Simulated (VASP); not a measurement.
# NaF: single point with PBE

The system is NaF.

```
Na F
1.0
     0.00000    2.35068    2.35068
     2.35068    0.00000    2.35068
     2.35068    2.35068    0.00000
Na F
1 1
Direct
  0.00000 0.00000 0.00000
  0.50000 0.50000 0.50000
```

| Quantity | Value |
| --- | --- |
| Program | VASP 6.6.1 |
| Task | single point |
| Functional | PBE |
| Potentials or basis | VASP PAW PBE potentials, release 64 (Na_pv, F) |
| Cutoff | 520 eV |
| k mesh | 12 × 12 × 12 |
| Occupations | gaussian, width 0.05 eV |
| Spin | no spin polarisation |

The pressure is -0.1 GPa. The band gap on the k mesh is 6.07 eV, direct.

Levels at points of the mesh, in eV from the valence-band top:
```csv
k point,band 4,band 5,band 6,band 7,band 8,band 9,band 10,band 11
"(0.00, 0.00, 0.00)",-19.08,0.00,0.00,0.00,6.07,18.67,18.67,18.67
"(0.50, 0.00, 0.00)",-18.28,-1.50,-0.23,-0.23,10.52,12.10,19.64,19.64
"(0.50, 0.50, 0.00)",-18.88,-1.21,-0.38,-0.38,12.80,13.15,13.18,19.21
```

Wall time 28 s on 1 thread of Intel(R) Xeon(R) Platinum 8259CL CPU @ 2.50GHz (Skylake/Cascade Lake), on a shared host, peak memory 0.16 GiB.

A k mesh can miss the band edges. PBE gaps usually lie below the measured ones, often by a third to a half.
